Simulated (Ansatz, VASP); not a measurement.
# Pt: VASP beside Ansatz

Contents of INCAR:

```
  PREC = Accurate
  ENCUT = 520
  EDIFF = 1E-6
  ISMEAR = -1
  SIGMA = 0.1
  LREAL = False
  LASPH = True
  NELM = 80
  ALGO = Normal
  ISIF = 2
  LWAVE = False
  LCHARG = False
  GGA = CA
  NBANDS = 11
```

File KPOINTS:

```
Automatic mesh
0
Gamma
  14 14 14
```

POSCAR

```
Pt
1.0
    2.4997886237      0.0000000000      0.0000000000
    0.0000000000      2.4997886237      0.0000000000
    0.0000000000      0.0000000000      2.4997886237
Pt
1
Direct
    0.0000000000      0.0000000000      0.0000000000
```

Input for Ansatz:

```yaml
crystal:
  lattice:
    - [2.4997886237, 0.0, 0.0]
    - [0.0, 2.4997886237, 0.0]
    - [0.0, 0.0, 2.4997886237]
  atoms:
    - { symbol: Pt, position: [0.0, 0.0, 0.0] }
hamiltonian:
  xc: lda
  pseudopotentials:
    kind: paw
    azcp:
      Pt: "pseudopotentials/Pt.paw.azcp"
basis:
  ecutwfc: 420
  fft_grid_basis: typed
kpoints:
  mp_grid: { grid: [14, 14, 14], shift: [0, 0, 0] }
magnetization:
  spin_polarized: false
scf:
  occupations: { method: fermi_dirac, width: 0.1 }
  lower_state_search: "off"
output:
  stress: true
```

Alike in both runs: task single point; functional LDA; k mesh 14 × 14 × 14; occupations fermi-dirac, width 0.1 eV; no spin polarisation.

```csv
,VASP,Ansatz
version,VASP 6.6.1,Ansatz 0.2.0
potentials or method,"VASP PAW LDA potentials, release 64 (Pt), cutoff 520 eV","plane waves (420 eV) with PAW, scalar-relativistic"
valence electrons in the cell,10,18
```

|  | VASP | Ansatz | Ansatz less VASP |
| --- | --- | --- | --- |
| pressure (GPa) | 24.8 | 24.2 | -0.58 |

Ansatz warns that its potentials were made for another functional, while VASP's fit it. LDA's correlation is that of Perdew and Zunger in VASP and of Perdew and Wang (1992) in Ansatz. VASP's potentials hold 10 valence electrons a cell and Ansatz's 18, so a difference there can come from the potentials and not from the codes.

Neither program's run includes spin-orbit coupling.
